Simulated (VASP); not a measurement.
Input of a VASP 6.6.1 run:

INCAR

```
SYSTEM = BaZnH4
  PREC = Accurate
  ENCUT = 520
  EDIFF = 1E-6
  ISMEAR = 0
  SIGMA = 0.1
  LREAL = .False.
  LASPH = .True.
  NELM = 80
  ALGO = Normal
  ISIF = 2
  LWAVE = .False.
  LCHARG = .False.
  GGA = PE
  NBANDS = 22
```

File KPOINTS:

```
regular mesh
0
Gamma
  10 10 8
  0 0 0
```

POSCAR

```
BaZnH4
1.0
    3.7780870929      0.0000000000      0.0000000000
    0.0000000000      3.7780870929      0.0000000000
    0.0000000000      0.0000000000      5.0514830337
Ba Zn H
1 1 4
Direct
    0.5000000000      0.5000000000      0.5000000000
    0.0000000000      0.0000000000      0.0000000000
    0.0000000000      0.0000000000      0.6725103998
    0.5000000000      0.0000000000      0.0000000000
    0.0000000000      0.5000000000      0.0000000000
    0.0000000000      0.0000000000      0.3274896002
```

Potentials or basis: VASP PAW PBE potentials, release 64 (Ba_sv, Zn, H).

Command:

```console
$ cat potpaw_PBE.64/Ba_sv/POTCAR potpaw_PBE.64/Zn/POTCAR potpaw_PBE.64/H/POTCAR > POTCAR
$ mpirun -np 1 vasp_std > vasp.out
```

Q: Predict the band gap on the k mesh.

A: Zero (bands 13 and 14 overlap by 0.25 eV).

Q: Predict the largest force.

A: 0.010 eV/Å.

Q: Estimate the pressure.

A: 0.7 GPa.

Stress tensor (GPa, compression positive):
```
0.78 0.00 0.00
0.00 0.78 0.00
0.00 0.00 0.55
```

Caveat: spin-orbit coupling is left out, which moves the levels of the heavy elements.
